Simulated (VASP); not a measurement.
# Ni3Ge (Pm-3m) in VASP: notebook

The runs below take Ni3Ge through single point, with PBEsol.

Everything below comes from runs of VASP 6.6.1. Logs are shortened: lines on timing, memory, paths and dates and some standing lists are left out, and cuts for length are marked.

### Step 1. The cell of the first run

Symmetry: Pm-3m, No. 221, cubic system. Conventional cell: a = 3.530 Å, b = 3.530 Å, c = 3.530 Å, α = 90.00°, β = 90.00°, γ = 90.00°. Ni (site symmetry 4/mmm) has 8 Ni at 2.50 Å and 4 Ge at 2.50 Å within 3.3 Å. Ge (site symmetry m-3m) has 12 Ni at 2.50 Å within 3.3 Å.

### Step 2. Single point, PBEsol

INCAR reads:

```
SYSTEM = Ni3Ge
  PREC = Accurate
  ENCUT = 520
  EDIFF = 1E-6
  ISMEAR = 1
  SIGMA = 0.01
  LREAL = .False.
  LASPH = .True.
  NELM = 80
  ALGO = Normal
  ISIF = 2
  LWAVE = .False.
  LCHARG = .False.
  GGA = PS
  NBANDS = 30
```

KPOINTS reads:

```
regular mesh
0
Gamma
  12 12 12
  0 0 0
```

POSCAR reads:

```
Ni3Ge
1.0
    3.5303341067      0.0000000000      0.0000000000
    0.0000000000      3.5303341067      0.0000000000
    0.0000000000      0.0000000000      3.5303341067
Ni Ge
3 1
Direct
    0.5000000000      0.0000000000      0.5000000000
    0.0000000000      0.5000000000      0.5000000000
    0.5000000000      0.5000000000      0.0000000000
    0.0000000000      0.0000000000      0.0000000000
```

Potentials or basis: VASP PAW PBE potentials, release 64 (Ni, Ge_d).

Command:

```sh
cat potpaw_PBE.64/Ni/POTCAR potpaw_PBE.64/Ge_d/POTCAR > POTCAR
mpirun -np 1 vasp_std > vasp.out
```

OUTCAR:

```text
SYSTEM = Ni3Ge
   PREC = Accurate
   ENCUT = 520
   EDIFF = 1E-6
   ISMEAR = 1
   LREAL = .False.
   LASPH = .True.
   NELM = 80
   ISIF = 2
   GGA = PS

 ion  position               nearest neighbor table
   1  0.500  0.000  0.500-   2 2.50   3 2.50   4 2.50   3 2.50   4 2.50   2 2.50   3 2.50   3 2.50
                             2 2.50   4 2.50   4 2.50   2 2.50
   2  0.000  0.500  0.500-   1 2.50   3 2.50   4 2.50   3 2.50   4 2.50   1 2.50   4 2.50   4 2.50
                             1 2.50   3 2.50   3 2.50   1 2.50
   3  0.500  0.500  0.000-   1 2.50   2 2.50   4 2.50   1 2.50   2 2.50   1 2.50   4 2.50   1 2.50
                             2 2.50   4 2.50   2 2.50   4 2.50
   4  0.000  0.000  0.000-   1 2.50   2 2.50   3 2.50   1 2.50   2 2.50   2 2.50   3 2.50   2 2.50
                             1 2.50   3 2.50   1 2.50   3 2.50

  LATTYP: Found a simple cubic cell.
 ALAT       =     3.5303341067

  Lattice vectors:

 A1 = (   3.5303341067,   0.0000000000,   0.0000000000)
 A2 = (   0.0000000000,   3.5303341067,   0.0000000000)
 A3 = (   0.0000000000,   0.0000000000,   3.5303341067)

Analysis of symmetry for initial positions (statically):
=====================================================================
 Subroutine PRICEL returns:
 Original cell was already a primitive cell.

 Routine SETGRP: Setting up the symmetry group for a
 simple cubic supercell.

 Subroutine GETGRP returns: Found 48 space group operations
 (whereof 48 operations were pure point group operations)
 out of a pool of 48 trial point group operations.

The static configuration has the point symmetry O_h .

Analysis of symmetry for dynamics (positions and initial velocities):
=====================================================================
 Subroutine PRICEL returns:
 Original cell was already a primitive cell.

 Routine SETGRP: Setting up the symmetry group for a
 simple cubic supercell.

 Subroutine GETGRP returns: Found 48 space group operations
 (whereof 48 operations were pure point group operations)
 out of a pool of 48 trial point group operations.

The dynamic configuration has the point symmetry O_h .

 Subroutine INISYM returns: Found 48 space group operations
 (whereof 48 operations are pure point group operations),
 and found     1 'primitive' translations

----------------------------------------------------------------------------------------

                                     Primitive cell

  volume of cell :      43.9995
[... 93 lines left out ...]
   EDIFF  = 0.1E-05   stopping-criterion for ELM
   LREAL  =      F    real-space projection
   EDIFFG = 0.1E-04   stopping-criterion for IOM
   NSW    =      0    number of steps for IOM
   IBRION =     -1    ionic relax: 0-MD 1-quasi-New 2-CG
   NFREE  =      0    steps in history (QN), initial steepest desc. (CG)
   ISIF   =      2    stress and relaxation
   ISYM   =      2    0-nonsym 1-usesym 2-fastsym
   POTIM  = 0.5000    time-step for ionic-motion
   TEBEG  =    0.0;   TEEND  =   0.0 temperature during run
   PSTRESS=    0.0 pullay stress
   NELECT =      44.0000    total number of electrons
   NUPDOWN=      -1.0000    fix difference up-down
   EMIN   =  10.00;   EMAX   =-10.00  energy-range for DOS
   EFERMI =   0.00;   METHOD = LEGACY
   ISMEAR =     1;   SIGMA  =   0.01  broadening in eV -4-tet -1-fermi 0-gaus
   EFERMI_NEDOS =   21; number of points for ismear=-14 and -15
   IALGO  =     38    algorithm
   IMIX   =      4    mixing-type and parameters
     AMIX     =   0.40;   BMIX     =  1.00
     AMIX_MAG =   1.60;   BMIX_MAG =  1.00
  volume/ion in A,a.u.               =      11.00        74.23
  Fermi-wavevector in a.u.,A,eV,Ry     =   1.637105  3.093680 36.465156  2.680113
  Thomas-Fermi vector in A             =   2.728300
   LORBIT       =      0    0 simple, 1 ext, 2 COOP (PROOUT), +10 PAW based schemes
   GGA     = PS    functional components
   LHFCALC =     F    Hartree Fock is set to
   AEXX    =    0.0000 exact exchange contribution
   IVDW    =     0    specifies the selected vdW correction
   LEPSILON=     F    determine dielectric tensor
   LRPA    =     F    only Hartree local field effects (RPA)
 non-spin polarized calculation
 Methfessel and Paxton  Order N= 1 SIGMA  =   0.01
  energy-cutoff  :      520.00
  volume of cell :       44.00
 maximum number of plane-waves:      1213
 NGX is ok and might be reduce to    28
   NGX = 13   NGY = 13   NGZ = 13

 number of electron      43.9999972 magnetization

 Free energy of the ion-electron system (eV)
  ---------------------------------------------------
  ext. energy  EPLUGINS =         0.00000000
  ---------------------------------------------------
  free energy    TOTEN  =       -24.73892315 eV

  energy without entropy =      -24.73892983  energy(sigma->0) =      -24.73892537

 E-fermi :  10.1665     XC(G=0): -13.6499

 val. band max:       10.1658345673   @ k =   0.0833   0.0833   0.0833
 cond. band min:      10.1774858032   @ k =   0.5000   0.5000   0.3333
 fundamental gap:      0.0116512359
 Fermi energy:        10.1665094199

 k-point     1 :       0.0000    0.0000    0.0000
  band No.  band energies     occupation
      1     -14.3924      2.00000
      2     -14.3924      2.00000
      3     -14.3777      2.00000
      4     -14.3777      2.00000
      5     -14.3777      2.00000
      6      -2.3632      2.00000
[... 781 lines left out ...]
     29      20.0581      0.00000
     30      21.1054      0.00000

 [... further k-points ...]

------------------------ aborting loop because EDIFF is reached ----------------------------------------

  FORCE on cell =-STRESS in cart. coord.  units (eV):
  Direction    XX          YY          ZZ          XY          YZ          ZX
  --------------------------------------------------------------------------------------
  -------------------------------------------------------------------------------------
  Total       -0.1713778     -0.1713778     -0.1713778      0.0000000      0.0000000     -0.0000000
  in kB       -6.2404757     -6.2404757     -6.2404757      0.0000000      0.0000000     -0.0000000
  external PRESSURE =      -6.2404757 kB  Pullay stress =       0.0000000 kB

 VOLUME and BASIS-vectors are now :
 -----------------------------------------------------------------------------
  energy-cutoff  :      520.00
  volume of cell :       44.00
      direct lattice vectors                 reciprocal lattice vectors
     3.530334107  0.000000000  0.000000000     0.283259309  0.000000000  0.000000000
     0.000000000  3.530334107  0.000000000     0.000000000  0.283259309  0.000000000
     0.000000000  0.000000000  3.530334107     0.000000000  0.000000000  0.283259309

 POSITION                                       TOTAL-FORCE (eV/Angst)
 -----------------------------------------------------------------------------------
      1.76517      0.00000      1.76517         0.000000      0.000000      0.000000
      0.00000      1.76517      1.76517         0.000000      0.000000      0.000000
      1.76517      1.76517      0.00000         0.000000      0.000000      0.000000
      0.00000      0.00000      0.00000         0.000000      0.000000      0.000000
 -----------------------------------------------------------------------------------
    total drift:                                0.000000      0.000000      0.000000

  FREE ENERGIE OF THE ION-ELECTRON SYSTEM (eV)
  ---------------------------------------------------
  free  energy   TOTEN  =       -24.7389231462 eV

  energy  without entropy=      -24.7389298275  energy(sigma->0) =      -24.73892537
```

OSZICAR:

```text
N       E                     dE             d eps       ncg     rms          rms(c)
DAV:   1     0.313803961475E+03    0.31380E+03   -0.19817E+04  5556   0.333E+03
DAV:   2     0.110499988286E+02   -0.30275E+03   -0.28827E+03  5040   0.537E+02
DAV:   3    -0.271067077363E+02   -0.38157E+02   -0.37243E+02  5352   0.164E+02
DAV:   4    -0.282709106897E+02   -0.11642E+01   -0.11628E+01  5754   0.331E+01
DAV:   5    -0.282944107846E+02   -0.23500E-01   -0.23499E-01  6594   0.410E+00    0.187E+01
DAV:   6    -0.276618459850E+02    0.63256E+00   -0.32823E+01  5868   0.822E+01    0.150E+01
DAV:   7    -0.248289905630E+02    0.28329E+01   -0.12670E+01  5678   0.481E+01    0.359E+00
DAV:   8    -0.247498330174E+02    0.79158E-01   -0.38783E-01  5928   0.530E+00    0.979E-01
DAV:   9    -0.247406451695E+02    0.91878E-02   -0.20296E-02  6486   0.166E+00    0.345E-01
DAV:  10    -0.247389483014E+02    0.16969E-02   -0.23154E-03  6894   0.551E-01    0.964E-02
DAV:  11    -0.247389305819E+02    0.17720E-04   -0.23593E-04  6152   0.132E-01    0.406E-02
DAV:  12    -0.247389228029E+02    0.77790E-05   -0.34952E-05  5854   0.899E-02    0.765E-03
DAV:  13    -0.247389231462E+02   -0.34335E-06   -0.29723E-06  5530   0.178E-02
   1 F= -.24738923E+02 E0= -.24738925E+02  d E =0.668132E-05
```

Run time: 2.5 min. Hardware: 1 thread of AMD EPYC 7R43 (Zen 3), shared host; peak memory 0.19 GiB.

Results:

```
Free energy            : -24.7389 eV
Pressure               : -0.6 GPa
Band gap on the k mesh : zero (band 22 reaches 10.23 eV, above the bottom of band 23 at 9.99 eV)
```

Levels at points of the mesh, in eV from the Fermi level:
| k point | band 19 | band 20 | band 21 | band 22 | band 23 | band 24 | band 25 | band 26 |
| --- | --- | --- | --- | --- | --- | --- | --- | --- |
| (0.00, 0.00, 0.00) | -0.55 | -0.55 | -0.26 | 0.06 | 0.06 | 0.06 | 3.99 | 6.92 |
| (0.50, 0.00, 0.00) | -1.21 | -1.11 | -0.50 | 0.06 | 3.65 | 3.65 | 4.70 | 5.80 |
| (0.50, 0.50, 0.00) | -1.17 | -1.08 | -0.92 | -0.90 | 0.66 | 0.66 | 5.74 | 6.49 |
| (0.50, 0.50, 0.50) | -1.14 | -1.14 | -0.50 | -0.17 | -0.17 | -0.17 | 0.72 | 4.25 |

Caveat: the PAW data sets were made with another functional, which shifts forces and pressure a little. Spin polarisation is off, so any magnetic state and its effect on volume and gap are missing.

[end of part 1 of 2]
